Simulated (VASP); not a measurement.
BaO (kn), 2 atoms in the cell. The structure is cubic, space group Fm-3m (No. 225). Conventional cell: a = 5.490 Å, b = 5.490 Å, c = 5.490 Å, α = 90.00°, β = 90.00°, γ = 90.00°. Within 3.6 Å of Ba (site symmetry m-3m) lie 6 O at 2.75 Å. Within 3.6 Å of O (site symmetry m-3m) lie 6 Ba at 2.75 Å. 

| Item | Value |
| --- | --- |
| Program | VASP 6.6.1 |
| Task | single point |
| Functional | PBEsol |
| Potentials or basis | VASP PAW PBE potentials, release 64 (Ba_sv, O) |
| Cutoff | 600 eV |
| k mesh | 6 × 6 × 6 |
| Occupations | gaussian, width 0.02 eV |
| Spin | no spin polarisation |
| Dipole correction | no |
| Further INCAR settings | ALGO = Normal; EDIFF = 1e-06; NBANDS = 15 |

Potentials or basis: VASP PAW PBE potentials, release 64 (Ba_sv, O).

The run is started by

```console
$ cat potpaw_PBE.64/Ba_sv/POTCAR potpaw_PBE.64/O/POTCAR > POTCAR
$ mpirun -np 1 vasp_std > vasp.out
```

Hardware: 1 thread of Intel(R) Xeon(R) Platinum 8259CL CPU @ 2.50GHz (Skylake/Cascade Lake), with other jobs on the host.

Question: Estimate the wall time of this run.

Answer: Wall time 9.9 s on 1 thread of Intel(R) Xeon(R) Platinum 8259CL CPU @ 2.50GHz (Skylake/Cascade Lake), on a shared host, peak memory 0.18 GiB. Counts: scf iterations 12, k points 16.
